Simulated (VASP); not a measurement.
Set up this calculation in VASP 6.6.1, as the native input.

| Property | Result |
| --- | --- |
| Task | single point |
| Functional | PBE |
| Potentials or basis | VASP PAW PBE potentials, release 64 (Sn_d, As) |
| Cutoff | 520 eV |
| k mesh | 12 × 12 × 12 |
| Occupations | gaussian, width 0.1 eV |
| Spin | no spin polarisation |
| Dipole correction | no |
| Further INCAR settings | ALGO = Fast; EDIFF = 1e-07; NBANDS = 32 |

The structure of Sn3As lies in POSCAR:

```
Sn3As
1.0
    0.0000000000      3.7073447687      3.7073447687
    3.7073447687      0.0000000000      3.7073447687
    3.7073447687      3.7073447687      0.0000000000
Sn As
3 1
Direct
    0.0000000000      0.0000000000      0.0000000000
    0.2500000000      0.2500000000      0.2500000000
    0.7500000000      0.7500000000      0.7500000000
    0.5000000000      0.5000000000      0.5000000000
```

One way to write it, as run:

INCAR

```
SYSTEM = Sn3As
PREC = Accurate
ENCUT = 520
EDIFF = 1E-7
ISMEAR = 0
SIGMA = 0.1
LREAL = .FALSE.
LASPH = .TRUE.
NELM = 100
ALGO = Fast
ISIF = 2
LWAVE = .FALSE.
LCHARG = .TRUE.
GGA = PE
LELF = .TRUE.
LVHAR = .TRUE.
NBANDS = 32
```

KPOINTS

```
Automatic mesh
0
G
  12 12 12
  0 0 0
```

Potentials or basis: VASP PAW PBE potentials, release 64 (Sn_d, As).

Launch:

```bash
$ cat potpaw_PBE.64/Sn_d/POTCAR potpaw_PBE.64/As/POTCAR > POTCAR
$ mpirun -np 1 vasp_std > vasp.out
```

It gave:

```json
{
 "Pressure": "-0.1 GPa"
}
```

Run time: 4.3 min on 1 thread of Intel(R) Xeon(R) Platinum 8488C (Sapphire Rapids) (shared host), peak memory 0.37 GiB.
